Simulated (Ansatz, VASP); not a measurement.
## Two plane-wave programs on HfO2

Contents of INCAR:

```
ALGO     = Normal         # electronic algorithm
EDIFF    = 1E-7           # SCF threshold, eV
ENCUT    = 520            # plane-wave cutoff, eV
GGA      = PE             # functional
ISIF     = 2              # what is computed and relaxed
ISMEAR   = 0              # smearing method
LASPH    = T              # aspherical terms in the spheres
LCHARG   = F              # write CHGCAR
LREAL    = F              # projectors in reciprocal space
LWAVE    = F              # write WAVECAR
NBANDS   = 56             # bands
NELM     = 60             # most SCF steps
PREC     = Accurate       # precision mode
SIGMA    = 0.05           # smearing width, eV
```

The input KPOINTS:

```
k-points
0
Gamma
  6 6 2
```

POSCAR

```
HfO2
1.0
   -3.6043047991      0.0000000000      0.0000000000
    0.0000000000     -3.6043047991      0.0000000000
   -1.4417219196      0.0000000000     10.5279346079
Hf O
4 8
Direct
    0.4193200000      0.5000000000      0.2017000000
    0.2193200000      0.5000000000      0.7017000000
    0.8193200000      1.0000000000      0.4517000000
    0.6193200000      1.0000000000      0.9517000000
   -0.1193304186      0.5000000000      0.2983260466
   -0.3193304186      0.5000000000      0.7983260466
    0.3579704186      0.0000000000      0.3550739534
    0.1579704186      0.0000000000      0.8550739534
    0.4579704186      0.0000000000      0.1050739534
    0.2579704186      0.0000000000      0.6050739534
   -0.0193304186      0.5000000000      0.0483260466
   -0.2193304186      0.5000000000      0.5483260466
```

Input for Ansatz:

```yaml
crystal:
  lattice:
    - [-3.6043047991, 0.0, 0.0]
    - [0.0, -3.6043047991, 0.0]
    - [-1.4417219196, 0.0, 10.5279346079]
  atoms:
    - { symbol: Hf, position: [0.41932, 0.5, 0.2017] }
    - { symbol: Hf, position: [0.21932, 0.5, 0.7017] }
    - { symbol: Hf, position: [0.81932, 1.0, 0.4517] }
    - { symbol: Hf, position: [0.61932, 1.0, 0.9517] }
    - { symbol: O, position: [-0.1193304186, 0.5, 0.2983260466] }
    - { symbol: O, position: [-0.3193304186, 0.5, 0.7983260466] }
    - { symbol: O, position: [0.3579704186, 0.0, 0.3550739534] }
    - { symbol: O, position: [0.1579704186, 0.0, 0.8550739534] }
    - { symbol: O, position: [0.4579704186, 0.0, 0.1050739534] }
    - { symbol: O, position: [0.2579704186, 0.0, 0.6050739534] }
    - { symbol: O, position: [-0.0193304186, 0.5, 0.0483260466] }
    - { symbol: O, position: [-0.2193304186, 0.5, 0.5483260466] }
basis:
  ecutwfc: 420
kpoints:
  mp_grid: { grid: [6, 6, 2] }
hamiltonian:
  xc: pbe
scf:
  occupations: { method: gaussian, width: 0.05 }
output:
  forces: true
  stress: true
  eigenvalues: true
```

Alike in both runs: task single point; functional PBE; k mesh 6 × 6 × 2; occupations gaussian, width 0.05 eV; no spin polarisation.

|  | VASP | Ansatz |
| --- | --- | --- |
| version | VASP 6.6.1 | Ansatz 0.2.0 |
| potentials or method | VASP PAW PBE potentials, release 64 (Hf_pv, O), cutoff 520 eV | scalar-relativistic, plane waves, PAW |
| valence electrons in the cell | 88 | 152 |

VASP gave:

| Item | Value |
| --- | --- |
| gap on the k mesh at the Fermi level (eV) | 2.19 |
| least direct gap on the mesh (eV) | 2.23 |
| pressure (GPa) | 5.9 |
| traceless stress, the component that is largest in VASP (GPa) | 17.61 |
| rms of the force components (eV/Å) | 3.664 |

Task: Which values does Ansatz return?

Result: gap on the k mesh at the Fermi level (eV): 2.22; least direct gap on the mesh (eV): 2.26; pressure (GPa): 8.6; traceless stress, the component that is largest in VASP (GPa): 17.22; rms of the force components (eV/Å): 3.592.

Atom by atom the forces differ by 0.077 eV/Å (rms over components). With one functional, cell and mesh, what is left measures potentials, basis and numerics. VASP's potentials hold 88 valence electrons a cell and Ansatz's 152, so a difference there can come from the potentials and not from the codes.

Neither program's run includes spin-orbit coupling.
